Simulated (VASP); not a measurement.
# ScAl3 (Pm-3m) in VASP: notebook, part 3 of 3

VASP 6.6.1. Earlier steps stand in the parts before.

## (4) Single point, r2SCAN (17.05 Å³/atom)

This run uses another cell than the first one, of 17.05 Å³/atom.

Input file POSCAR:

```
ScAl3
1.0
    4.0853436157      0.0000000000      0.0000000000
    0.0000000000      4.0853436157      0.0000000000
    0.0000000000      0.0000000000      4.0853436157
Sc Al
1 3
Direct
    0.0000000000      0.0000000000      0.0000000000
    0.5000000000      0.0000000000      0.5000000000
    0.0000000000      0.5000000000      0.5000000000
    0.5000000000      0.5000000000      0.0000000000
```

Input file INCAR.step1:

```
PREC = Accurate
ENCUT = 520
ISMEAR = 0
SIGMA = 0.05
LREAL = False
LASPH = True
NELM = 100
NBANDS = 18
GGA = PE
ALGO = Normal
EDIFF = 1E-4
LWAVE = True
LCHARG = False
```

Input file INCAR.step2:

```
PREC = Accurate
ENCUT = 520
EDIFF = 1E-7
ISMEAR = 0
SIGMA = 0.05
LREAL = False
LASPH = True
NELM = 100
ALGO = Normal
ISIF = 2
LWAVE = False
LCHARG = False
METAGGA = R2SCAN
LMIXTAU = True
NBANDS = 18
ISTART = 1
```

Input file KPOINTS:

```
regular mesh
0
Gamma
  10 10 10
```

Potentials or basis: VASP PAW PBE potentials, release 64 (Sc_sv, Al).

Run with:

```console
cat potpaw_PBE.64/Sc_sv/POTCAR potpaw_PBE.64/Al/POTCAR > POTCAR
cp INCAR.step1 INCAR
mpirun -np 1 vasp_std > vasp.out
cp INCAR.step2 INCAR
mpirun -np 1 vasp_std > vasp.out
```

OUTCAR:

```text
PREC = Accurate
   ENCUT = 520
   EDIFF = 1E-7
   ISMEAR = 0
   LREAL = False
   LASPH = True
   NELM = 100
   ISIF = 2
   METAGGA = R2SCAN
   ISTART = 1

 ion  position               nearest neighbor table
   1  0.000  0.000  0.000-   2 2.89   3 2.89   4 2.89   2 2.89   3 2.89   3 2.89   4 2.89   3 2.89
                             2 2.89   4 2.89   2 2.89   4 2.89
   2  0.500  0.000  0.500-   1 2.89   3 2.89   4 2.89   1 2.89   4 2.89   3 2.89   4 2.89   4 2.89
                             1 2.89   3 2.89   1 2.89   3 2.89
   3  0.000  0.500  0.500-   1 2.89   2 2.89   4 2.89   1 2.89   4 2.89   1 2.89   2 2.89   1 2.89
                             2 2.89   4 2.89   4 2.89   2 2.89
   4  0.500  0.500  0.000-   1 2.89   2 2.89   3 2.89   2 2.89   3 2.89   1 2.89   2 2.89   2 2.89
                             1 2.89   3 2.89   3 2.89   1 2.89

  LATTYP: Found a simple cubic cell.
 ALAT       =     4.0853436157

  Lattice vectors:

 A1 = (   4.0853436157,   0.0000000000,   0.0000000000)
 A2 = (   0.0000000000,   4.0853436157,   0.0000000000)
 A3 = (   0.0000000000,   0.0000000000,   4.0853436157)

Analysis of symmetry for initial positions (statically):
=====================================================================
 Subroutine PRICEL returns:
 Original cell was already a primitive cell.

 Routine SETGRP: Setting up the symmetry group for a
 simple cubic supercell.

 Subroutine GETGRP returns: Found 48 space group operations
 (whereof 48 operations were pure point group operations)
 out of a pool of 48 trial point group operations.

The static configuration has the point symmetry O_h .

Analysis of symmetry for dynamics (positions and initial velocities):
=====================================================================
 Subroutine PRICEL returns:
 Original cell was already a primitive cell.

 Routine SETGRP: Setting up the symmetry group for a
 simple cubic supercell.

 Subroutine GETGRP returns: Found 48 space group operations
 (whereof 48 operations were pure point group operations)
 out of a pool of 48 trial point group operations.

The dynamic configuration has the point symmetry O_h .

 Subroutine INISYM returns: Found 48 space group operations
 (whereof 48 operations are pure point group operations),
 and found     1 'primitive' translations

----------------------------------------------------------------------------------------

                                     Primitive cell

  volume of cell :      68.1845

  direct lattice vectors                    reciprocal lattice vectors
     4.085343616  0.000000000  0.000000000     0.244777452  0.000000000  0.000000000
     0.000000000  4.085343616  0.000000000     0.000000000  0.244777452  0.000000000
     0.000000000  0.000000000  4.085343616     0.000000000  0.000000000  0.244777452

  length of vectors
     4.085343616  4.085343616  4.085343616     0.244777452  0.244777452  0.244777452

  position of ions in fractional coordinates (direct lattice)
     0.000000000  0.000000000  0.000000000
     0.500000000  0.000000000  0.500000000
     0.000000000  0.500000000  0.500000000
     0.500000000  0.500000000  0.000000000

  ion indices of the primitive-cell ions
   primitive index   ion index
                 1           1
                 2           2
[... 30 lines left out ...]
            Coordinates               Weight
  0.000000  0.000000  0.000000      1.000000
  0.100000  0.000000  0.000000      6.000000
  0.200000  0.000000  0.000000      6.000000
  0.300000  0.000000  0.000000      6.000000
  0.400000  0.000000  0.000000      6.000000
  0.500000  0.000000  0.000000      3.000000
[... 16 lines left out ...]
  0.200000  0.100000  0.100000     24.000000
  0.300000  0.100000  0.100000     24.000000
 [... further k-points ...]
   k-points           NKPTS =     56   k-points in BZ     NKDIM =     56   number of bands    NBANDS=     18
   number of dos      NEDOS =    301   number of ions     NIONS =      4
   total plane-waves  NPLWV =  27000
   dimension x,y,z NGX =    30 NGY =   30 NGZ =   30
   dimension x,y,z NGXF=    60 NGYF=   60 NGZF=   60
   ions per type =               1   3
   NGX,Y,Z   is equivalent  to a cutoff of  12.21, 12.21, 12.21 a.u.
   NGXF,Y,Z  is equivalent  to a cutoff of  24.42, 24.42, 24.42 a.u.
 SYSTEM =  unknown system
   PREC   = accura    normal or accurate (medium, high low for compatibility)
   ISTART =      1    job   : 0-new  1-cont  2-samecut
   ICHARG =      0    charge: 1-file 2-atom 10-const
   ISPIN  =      1    spin polarized calculation?
   LNONCOLLINEAR =      F non collinear calculations
   LSORBIT =      F    spin-orbit coupling
   LASPH  =      T    aspherical Exc in radial PAW
   ENCUT  =  520.0 eV  38.22 Ry    6.18 a.u.   7.60  7.60  7.60*2*pi/ulx,y,z
   NELM   =    100;   NELMIN=  2; NELMDL=  0     # of ELM steps
   EDIFF  = 0.1E-06   stopping-criterion for ELM
   LREAL  =      F    real-space projection
   EDIFFG = 0.1E-05   stopping-criterion for IOM
   NSW    =      0    number of steps for IOM
   IBRION =     -1    ionic relax: 0-MD 1-quasi-New 2-CG
   NFREE  =      0    steps in history (QN), initial steepest desc. (CG)
   ISIF   =      2    stress and relaxation
   ISYM   =      2    0-nonsym 1-usesym 2-fastsym
   POTIM  = 0.5000    time-step for ionic-motion
   TEBEG  =    0.0;   TEEND  =   0.0 temperature during run
   PSTRESS=    0.0 pullay stress
   NELECT =      20.0000    total number of electrons
   NUPDOWN=      -1.0000    fix difference up-down
   EMIN   =  10.00;   EMAX   =-10.00  energy-range for DOS
   EFERMI =   0.00;   METHOD = LEGACY
   ISMEAR =     0;   SIGMA  =   0.05  broadening in eV -4-tet -1-fermi 0-gaus
   EFERMI_NEDOS =   21; number of points for ismear=-14 and -15
   IALGO  =     38    algorithm
   IMIX   =      4    mixing-type and parameters
     AMIX     =   0.40;   BMIX     =  1.00
     AMIX_MAG =   1.60;   BMIX_MAG =  1.00
  volume/ion in A,a.u.               =      17.05       115.03
  Fermi-wavevector in a.u.,A,eV,Ry     =   1.087735  2.055520 16.097956  1.183166
  Thomas-Fermi vector in A             =   2.223900
   LORBIT       =      0    0 simple, 1 ext, 2 COOP (PROOUT), +10 PAW based schemes
   METAGGA = R2SCAN    functional components
   LHFCALC =     F    Hartree Fock is set to
   AEXX    =    0.0000 exact exchange contribution
   IVDW    =     0    specifies the selected vdW correction
   LEPSILON=     F    determine dielectric tensor
   LRPA    =     F    only Hartree local field effects (RPA)
 non-spin polarized calculation
 Gauss-broadening in eV      SIGMA  =   0.05
  energy-cutoff  :      520.00
  volume of cell :       68.18
 maximum number of plane-waves:      1861
   NGX = 15   NGY = 15   NGZ = 15

 number of electron      19.9999996 magnetization

 Free energy of the ion-electron system (eV)
  ---------------------------------------------------
  ext. energy  EPLUGINS =         0.00000000
  ---------------------------------------------------
  free energy    TOTEN  =       -33.50948885 eV

  energy without entropy =      -33.50828248  energy(sigma->0) =      -33.50888567

 E-fermi :   7.3426     XC(G=0): -11.1305

 val. band max:        7.2770279701   @ k =   0.3000   0.3000   0.0000
 cond. band min:       7.3586700269   @ k =   0.3000   0.0000   0.0000
 fundamental gap:      0.0816420569
 Fermi energy:         7.3425654764

 k-point     1 :       0.0000    0.0000    0.0000
  band No.  band energies     occupation
      1     -43.7426      2.00000
      2     -21.4820      2.00000
      3     -21.4820      2.00000
      4     -21.4820      2.00000
      5      -3.3292      2.00000
      6       4.6081      2.00000
[... 481 lines left out ...]
      5      -2.2840      2.00000
      6       1.4335      2.00000
[... 10 lines left out ...]
     17      12.4419      0.00000
     18      13.3042      0.00000

 [... further k-points ...]

------------------------ aborting loop because EDIFF is reached ----------------------------------------

  FORCE on cell =-STRESS in cart. coord.  units (eV):
  Direction    XX          YY          ZZ          XY          YZ          ZX
  --------------------------------------------------------------------------------------
  -------------------------------------------------------------------------------------
  Total       -0.0022493     -0.0022493     -0.0022493     -0.0000000      0.0000000      0.0000000
  in kB       -0.0528541     -0.0528541     -0.0528541     -0.0000000      0.0000000      0.0000000
  external PRESSURE =      -0.0528541 kB  Pullay stress =       0.0000000 kB

 VOLUME and BASIS-vectors are now :
 -----------------------------------------------------------------------------
  energy-cutoff  :      520.00
  volume of cell :       68.18
      direct lattice vectors                 reciprocal lattice vectors
     4.085343616  0.000000000  0.000000000     0.244777452  0.000000000  0.000000000
     0.000000000  4.085343616  0.000000000     0.000000000  0.244777452  0.000000000
     0.000000000  0.000000000  4.085343616     0.000000000  0.000000000  0.244777452

 POSITION                                       TOTAL-FORCE (eV/Angst)
 -----------------------------------------------------------------------------------
      0.00000      0.00000      0.00000         0.000000      0.000000      0.000000
      2.04267      0.00000      2.04267         0.000000      0.000000      0.000000
      0.00000      2.04267      2.04267         0.000000      0.000000      0.000000
      2.04267      2.04267      0.00000         0.000000      0.000000      0.000000
 -----------------------------------------------------------------------------------
    total drift:                                0.000000     -0.000000      0.000000

  FREE ENERGIE OF THE ION-ELECTRON SYSTEM (eV)
  ---------------------------------------------------
  free  energy   TOTEN  =       -33.5094888504 eV

  energy  without entropy=      -33.5082824834  energy(sigma->0) =      -33.50888567
```

It took 4 min on 1 thread of Intel Xeon Platinum 8259CL at 2.50GHz (Skylake/Cascade Lake), shared host; peak memory 0.21 GiB.

What came out:

| Item | Value |
| --- | --- |
| Free energy | -33.5095 eV |
| Pressure | 0.0 GPa |
| Band gap on the k mesh | zero (bands 10 and 11 overlap by 4.25 eV) |

Caveat: the PAW data sets were made with another functional, which shifts forces and pressure a little.

## (5) Single point, r2SCAN

This run uses another cell than the first one, of 17.05 Å³/atom.

POSCAR is that of step 4.

Input file INCAR.step1:

```
SYSTEM = ScAl3
  PREC = Accurate
  ENCUT = 520
  ISMEAR = 0
  SIGMA = 0.05
  LREAL = .FALSE.
  LASPH = .TRUE.
  NELM = 60
  NBANDS = 18
  GGA = PE
  ALGO = Normal
  EDIFF = 1E-4
  LWAVE = .TRUE.
  LCHARG = .FALSE.
```

Input file INCAR.step2:

```
SYSTEM = ScAl3
  PREC = Accurate
  ENCUT = 520
  EDIFF = 1E-6
  ISMEAR = 0
  SIGMA = 0.05
  LREAL = .FALSE.
  LASPH = .TRUE.
  NELM = 60
  ALGO = Normal
  ISIF = 2
  LWAVE = .FALSE.
  LCHARG = .TRUE.
  METAGGA = R2SCAN
  LMIXTAU = .TRUE.
  LELF = .TRUE.
  LVHAR = .TRUE.
  NBANDS = 18
  ISTART = 1
```

Input file KPOINTS:

```
Automatic mesh
0
G
  10 10 10
  0 0 0
```

Run with:

```console
cat potpaw_PBE.64/Sc_sv/POTCAR potpaw_PBE.64/Al/POTCAR > POTCAR
cp INCAR.step1 INCAR
mpirun -np 1 vasp_std > vasp.out
cp INCAR.step2 INCAR
mpirun -np 1 vasp_std > vasp.out
```

Run time: 4.9 min. Hardware: 1 thread of Intel Xeon Platinum 8259CL at 2.50GHz (Skylake/Cascade Lake), shared host; peak memory 0.21 GiB.

Results (log left out):

```yaml
Free_energy: -33.5095 eV
Pressure: 0.0 GPa
Band_gap_on_the_k_mesh: zero (bands 10 and 11 overlap by 4.25 eV)
```

Levels at points of the mesh, in eV from the Fermi level:
```tsv
k point	band 7	band 8	band 9	band 10	band 11	band 12	band 13	band 14
(0.00, 0.00, 0.00)	-2.73	-2.03	-2.03	-2.03	1.30	1.40	1.40	1.40
(0.50, 0.00, 0.00)	-1.87	-1.87	-1.60	0.96	0.96	1.18	1.33	1.78
(0.50, 0.50, 0.00)	-6.01	-4.71	-0.58	-0.58	1.18	1.50	2.31	2.78
(0.50, 0.50, 0.50)	-5.03	-4.85	-3.29	-3.29	-3.29	1.05	2.89	2.89
```

Caveat: the PAW data sets were made with another functional, which shifts forces and pressure a little.

## (6) The runs side by side

| cell | gap on the mesh (eV) | pressure (GPa) |
| --- | --- | --- |
| a = 4.030 Å, 4 atoms | none | 4.2 |
| a = 4.058 Å, 4 atoms | none | 2.0 |
| a = 4.085 Å, 4 atoms | none | 0.0 |

Alike in all rows: task single point; level r2SCAN; potentials or basis VASP PAW PBE potentials, release 64 (Sc_sv, Al); no spin polarisation; k mesh 10 × 10 × 10; cutoff (eV) 520; smearing gaussian 0.05 eV.

Caveats: the PAW data sets were made with another functional, which shifts forces and pressure a little; the cell stands under pressure (at least some runs).

Total energies depend on the potentials used, so only differences within one code and one set of settings carry meaning.

The gap in the log of VASP goes by the Fermi energy; the results here count the filled bands.